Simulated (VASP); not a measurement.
Input of a VASP 6.6.1 run:

POSCAR

```
BaTiO3
1.0
    4.0339791706      0.0000000000      0.0000000000
    0.0000000000      4.0339791706      0.0000000000
    0.0000000000      0.0000000000      3.9660901331
Ba Ti O
1 1 3
Direct
    0.5000000000      0.5000000000      0.5000000000
    0.0000000000      0.0000000000      0.0000000000
    0.5000000000      0.0000000000      0.0000000000
    0.0000000000      0.5000000000      0.0000000000
    0.0000000000      0.0000000000      0.5000000000
```

The input INCAR.step1:

```
SYSTEM = BaTiO3
  PREC = Accurate
  ENCUT = 910
  ISMEAR = 0
  SIGMA = 0.02
  LREAL = .False.
  LASPH = .True.
  NELM = 120
  NBANDS = 28
  GGA = PE
  ALGO = Normal
  EDIFF = 1E-5
  LWAVE = .True.
  LCHARG = .False.
  GGA_COMPAT = .False.
```

File INCAR.step2:

```
SYSTEM = BaTiO3
  PREC = Accurate
  ENCUT = 910
  EDIFF = 1E-6
  ISMEAR = 0
  SIGMA = 0.02
  LREAL = .False.
  LASPH = .True.
  NELM = 120
  ALGO = Normal
  ISIF = 2
  LWAVE = .False.
  LCHARG = .False.
  METAGGA = R2SCAN
  LMIXTAU = .True.
  NBANDS = 28
  ISTART = 1
  GGA_COMPAT = .False.
```

File KPOINTS:

```
regular mesh
0
Gamma
  8 8 8
  0 0 0
```

Potentials or basis: VASP PAW PBE potentials, release 64 (Ba_sv, Ti_sv, O_h).

Command:

```console
$ cat potpaw_PBE.64/Ba_sv/POTCAR potpaw_PBE.64/Ti_sv/POTCAR potpaw_PBE.64/O_h/POTCAR > POTCAR
$ cp INCAR.step1 INCAR
$ mpirun -np 1 vasp_std > vasp.out
$ cp INCAR.step2 INCAR
$ mpirun -np 1 vasp_std > vasp.out
```

Problem. Estimate the pressure.

Solution. -0.5 GPa.

Problem. What does it give for the band gap on the k mesh?

Solution. 2.09 eV (least direct gap 2.25 eV).

Stress tensor (GPa, compression positive):
```
-1.63  0.00  0.00
 0.00 -1.63  0.00
 0.00  0.00  1.79
```

Caveat: the cell differs from its parent crystal (biaxial strain in the a-b plane: +1.0 %, then relaxed in part); the PAW data sets were made with another functional, which shifts forces and pressure a little; spin-orbit coupling is left out, which moves the levels of the heavy elements. A k mesh can miss the band edges.
